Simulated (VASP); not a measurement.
Runs of VASP 6.6.1 on Rb. The structure is that of space group P6_3/mmc (No. 194), or close to it. The cells are those of the table. This isn't the form of Rb at room conditions, which is bcc.

```tsv
task	cell	k mesh	cutoff (eV)	gap on the mesh (eV)	pressure (GPa)
single point	a = 5.208, b = 5.208, c = 8.588 Å, angles 90.0, 90.0, 120.0°, 2 atoms	12 × 12 × 6	520	none	0.0
single point	a = 4.991, b = 4.991, c = 8.229 Å, angles 90.0, 90.0, 120.0°, 2 atoms	8 × 8 × 4	520	none	0.4
single point	a = 5.344, b = 5.344, c = 8.811 Å, angles 90.0, 90.0, 120.0°, 2 atoms	8 × 8 × 4	520	none	-0.1
single point	a = 5.409, b = 5.409, c = 8.918 Å, angles 90.0, 90.0, 120.0°, 2 atoms	8 × 8 × 4	520	none	(a)
relaxation of cell and atoms	relaxed from a = 4.976, b = 4.976, c = 8.125 Å, angles 90.0, 90.0, 120.0°, 2 atoms	7 × 7 × 4	600	none	0.0
```

Alike in all rows: level RPBE; potentials or basis VASP PAW PBE potentials, release 64 (Rb_sv); no spin polarisation; smearing fermi-dirac 0.1 eV.

Fill in the values left out.

(a) -0.2.

Caveats: the PAW data sets were made with another functional, which shifts forces and pressure a little.

A k mesh can miss the band edges, and the runs leave out spin-orbit coupling on Rb.

A gap of «none» marks levels without a gap at the run's occupations.
